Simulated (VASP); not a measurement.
Wanted: the native input for a VASP 6.6.1 run.

- Task: relaxation of cell and atoms
- Functional: PBEsol
- Potentials or basis: VASP PAW PBE potentials, release 64 (W_sv)
- Cutoff: 500 eV
- k mesh: 18 × 18 × 18
- Occupations: fermi-dirac, width 0.1 eV
- Spin: no spin polarisation
- Target pressure: 88 GPa
- Dipole correction: no
- Further INCAR settings: ALGO = Normal; EDIFF = 1e-07; IBRION = 2; EDIFFG = -0.005; NSW = 60; ISIF = 3

The structure of W lies in POSCAR:

```
W
1.0
    0.0000000000      1.8708321457      1.8708321457
    1.8708321457      0.0000000000      1.8708321457
    1.8708321457      1.8708321457      0.0000000000
W
1
Direct
    0.0000000000      0.0000000000      0.0000000000
```

One way to write it, as run:

INCAR

```
PREC = Accurate
ENCUT = 500
EDIFF = 1E-7
ISMEAR = -1
SIGMA = 0.1
LREAL = False
LASPH = True
NELM = 120
ALGO = Normal
ISIF = 3
LWAVE = False
LCHARG = False
GGA = PS
IBRION = 2
NSW = 60
EDIFFG = -0.005
PSTRESS = 880.0
GGA_COMPAT = False
NELMIN = 4
```

KPOINTS

```
regular mesh
0
Gamma
  18 18 18
```

Potentials or basis: VASP PAW PBE potentials, release 64 (W_sv).

The run is started by

```sh
$ cat potpaw_PBE.64/W_sv/POTCAR > POTCAR
$ mpirun -np 1 vasp_std > vasp.out
```

Results of the run:

```
Relaxed volume                                         : 13.15 Å³/atom
Relaxed cell                                           : a = 2.649 Å, b = 2.649 Å, c = 2.649 Å, α = 60.00°, β = 60.00°, γ = 60.00°
Space group after relaxing (to 0.05 Å)                 : Fm-3m (No. 225)
Energy change on relaxing (the enthalpy is what falls) : -30.7 meV/atom
Ionic steps                                            : 3
Pressure after relaxing                                : 88.0 GPa
Band gap on the k mesh                                 : zero (band 7 reaches 18.36 eV, above the bottom of band 8 at 12.70 eV)
```

Caveat: the cell is relaxed towards a set pressure, so the enthalpy falls and the energy may rise; the PAW data sets were made with another functional, which shifts forces and pressure a little; spin-orbit coupling is left out, which moves the levels of the heavy elements.

Wall time 37 s on 1 thread of Intel(R) Xeon(R) Platinum 8488C (Sapphire Rapids), on a shared host, peak memory 0.15 GiB.
